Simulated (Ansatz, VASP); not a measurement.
**Two plane-wave programs on SiNi3**

```xyz
4
Lattice="3.5651 0.0000 0.0000 0.0000 3.5651 0.0000 0.0000 0.0000 3.5651" Properties=species:S:1:pos:R:3 pbc="T T T"
Si    0.0000    0.0000    0.0000
Ni    0.0000    1.7825    1.7825
Ni    1.7825    0.0000    1.7825
Ni    1.7825    1.7825    0.0000
```

Change from the starting cell: equal strain along all axes, cell held, atoms relaxed: +3.0 %.

Alike in both runs: task single point; functional PBEsol; k mesh 16 × 16 × 16; occupations gaussian, width 0.1 eV; no spin polarisation.

```csv
,VASP,Ansatz
version,VASP 6.6.1,Ansatz 0.2.0
potentials or method,"VASP PAW PBE potentials, release 64 (Si, Ni), cutoff 520 eV","scalar-relativistic, plane waves, PAW"
valence electrons in the cell,34,58
```

Ansatz gave:

* gap on the k mesh at the Fermi level (eV): none
* pressure (GPa): -17.3

Task: Estimate VASP's values.

Result: gap on the k mesh at the Fermi level (eV): none; pressure (GPa): -16.9.

VASP's potentials were made for PBE, not for PBEsol. A gap of «none» marks a metal or a gap that the smearing closes. The functional is the same, so the differences come from potentials, cutoffs and numerics. VASP's potentials hold 34 valence electrons a cell and Ansatz's 58, so a difference there can come from the potentials and not from the codes.
